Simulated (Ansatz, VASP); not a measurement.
**One calculation of InGa3P4, two programs**

```
In Ga P
1.0
     5.73114    0.00000    0.00000
     0.00000    5.73114    0.00000
     0.00000    0.00000    5.73114
In Ga P
1 3 4
Direct
  0.50000 0.50000 0.50000
  0.00000 0.00000 0.50000
  0.00000 0.50000 0.00000
  0.50000 0.00000 0.00000
  0.75967 0.75967 0.75967
  0.75967 0.24033 0.24033
  0.24033 0.75967 0.24033
  0.24033 0.24033 0.75967
```

Alike in both runs: functional PBE; k mesh 6 × 6 × 6; occupations gaussian, width 0.02 eV; no spin polarisation.

Ansatz relaxed the structure, and its values are those at the end. VASP's run is a single point on that final structure, the one shown.

```csv
,VASP,Ansatz
version,VASP 6.6.1,Ansatz 0.2.0
potentials or method,"VASP PAW PBE potentials, release 64 (In_d, Ga_d, P), cutoff 520 eV","scalar-relativistic, plane waves, PAW"
valence electrons in the cell,72,72
```

VASP gave:

* gap on the k mesh at the Fermi level (eV): 0.68
* least direct gap on the mesh (eV): 0.68
* pressure (GPa): -3.7
* rms of the force components (eV/Å): 0.007

Estimate Ansatz's values.

gap on the k mesh at the Fermi level (eV): 0.68; least direct gap on the mesh (eV): 0.68; pressure (GPa): -3.6; rms of the force components (eV/Å): 0.005.

Ansatz's warnings: stress scf threshold loose.
